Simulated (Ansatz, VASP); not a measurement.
## Two plane-wave programs on Si2As3

File INCAR:

```
PREC     = Accurate       # precision mode
ENCUT    = 600            # plane-wave cutoff, eV
EDIFF    = 1E-7           # SCF threshold, eV
ISMEAR   = 0              # smearing method
SIGMA    = 0.1            # smearing width, eV
LREAL    = False          # projectors in reciprocal space
LASPH    = True           # aspherical terms in the spheres
NELM     = 60             # most SCF steps
ALGO     = Normal         # electronic algorithm
ISIF     = 3              # what is computed and relaxed
LWAVE    = False          # write WAVECAR
LCHARG   = False          # write CHGCAR
GGA      = PE             # functional
IBRION   = 2              # ionic algorithm
NSW      = 90             # ionic steps
EDIFFG   = -0.04          # ionic threshold
```

File KPOINTS:

```
Automatic mesh
0
Gamma
  3 3 3
```

The input POSCAR:

```
Si2As3
1.0
    3.0991940211      1.7893205023      5.6409985263
   -3.0991940211      1.7893205023      5.6409985263
    0.0000000000     -3.5786410048      5.6409985263
Si As
4 6
Direct
    0.8521800000      0.8521800000      0.8521800000
    0.6478200000      0.6478200000      0.6478200000
    0.1478200000      0.1478200000      0.1478200000
    0.3521800000      0.3521800000      0.3521800000
    0.0562500000      0.4437500000      0.7500000000
    0.7500000000      0.0562500000      0.4437500000
    0.4437500000      0.7500000000      0.0562500000
    0.9437500000      0.5562500000      0.2500000000
    0.2500000000      0.9437500000      0.5562500000
    0.5562500000      0.2500000000      0.9437500000
```

Input for Ansatz:

```yaml
crystal:
  lattice:
    - [3.0991940211, 1.7893205023, 5.6409985263]
    - [-3.0991940211, 1.7893205023, 5.6409985263]
    - [0.0, -3.5786410048, 5.6409985263]
  atoms:
    - { symbol: Si, position: [0.85218, 0.85218, 0.85218] }
    - { symbol: Si, position: [0.64782, 0.64782, 0.64782] }
    - { symbol: Si, position: [0.14782, 0.14782, 0.14782] }
    - { symbol: Si, position: [0.35218, 0.35218, 0.35218] }
    - { symbol: As, position: [0.05625, 0.44375, 0.75] }
    - { symbol: As, position: [0.75, 0.05625, 0.44375] }
    - { symbol: As, position: [0.44375, 0.75, 0.05625] }
    - { symbol: As, position: [0.94375, 0.55625, 0.25] }
    - { symbol: As, position: [0.25, 0.94375, 0.55625] }
    - { symbol: As, position: [0.55625, 0.25, 0.94375] }
basis:
  ecutwfc: 420
kpoints:
  mp_grid: { grid: [3, 3, 3] }
hamiltonian:
  xc: pbe
scf:
  occupations: { method: gaussian, width: 0.1 }
  lower_state_search: "off"
output:
  forces: true
  stress: true
  eigenvalues: true
relax:
  adjacent_minimum: "off"
  f_tol: 0.04
  max_steps: 70
  cell: { stress_tol: 0.4 }
```

Alike in both runs: task relaxation of cell and atoms; functional PBE; k mesh 3 × 3 × 3; occupations gaussian, width 0.1 eV; no spin polarisation.

```csv
,VASP,Ansatz
version,VASP 6.6.1,Ansatz 0.2.0
potentials or method,"VASP PAW PBE potentials, release 64 (Si, As), cutoff 600 eV","scalar-relativistic, plane waves, PAW"
valence electrons in the cell,46,106
```

|  | VASP | Ansatz | Ansatz less VASP |
| --- | --- | --- | --- |
| gap on the k mesh at the Fermi level, each at its own relaxed structure (eV) | none | none | - |
| relaxed volume (Å³/atom) | 19.81 | 19.82 | +0.010 |
| relaxed length of the cell vector where the two differ most in proportion (Å) | 6.881 | 6.875 | -0.0060 |

A gap of «none» marks a metal or a gap that the smearing closes. VASP's potentials hold 46 valence electrons a cell and Ansatz's 106, so a difference there can come from the potentials and not from the codes.

The k mesh is coarse, so the values compare programs but aren't converged.
